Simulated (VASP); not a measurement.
Cs: single point with PBE+D3(BJ)

Crystal: Cs.

```
Cs
1.0
     0.00000    3.82702    3.82702
     3.82702    0.00000    3.82702
     3.82702    3.82702    0.00000
Cs
1
Direct
  0.00000 0.00000 0.00000
```

```yaml
Program: VASP 6.6.1
Task: single point
Functional: PBE
Dispersion: D3(BJ)
Potentials_or_basis: VASP PAW PBE potentials, release 64 (Cs_sv)
Cutoff: 520 eV
k_mesh: 6 × 6 × 6
Occupations: fermi-dirac, width 0.05 eV
Spin: no spin polarisation
Dipole_correction: no
Further_INCAR_settings: ALGO = Fast; EDIFF = 1e-07; NBANDS = 10
```

- Pressure: 0.0 GPa
- Dispersion energy per atom: -0.091 eV

Levels at points of the mesh, in eV from the Fermi level:
```
           k point  band 3  band 4  band 5  band 6  band 7  band 8
(0.00, 0.00, 0.00)  -10.56  -10.56   -1.69    2.48    2.48    2.48
(0.50, 0.00, 0.00)  -10.58  -10.58   -0.02    0.81    2.34    2.34
(0.50, 0.50, 0.00)  -10.61  -10.61    0.27    1.04    1.49    4.11
```

It took 19 s on 1 thread of Intel(R) Xeon(R) Platinum 8259CL CPU @ 2.50GHz (Skylake/Cascade Lake), on a shared host, peak memory 0.23 GiB.

Caveat: spin-orbit coupling is left out, which moves the levels of the heavy elements; pairwise dispersion overbinds metals, which lowers pressure and volume.
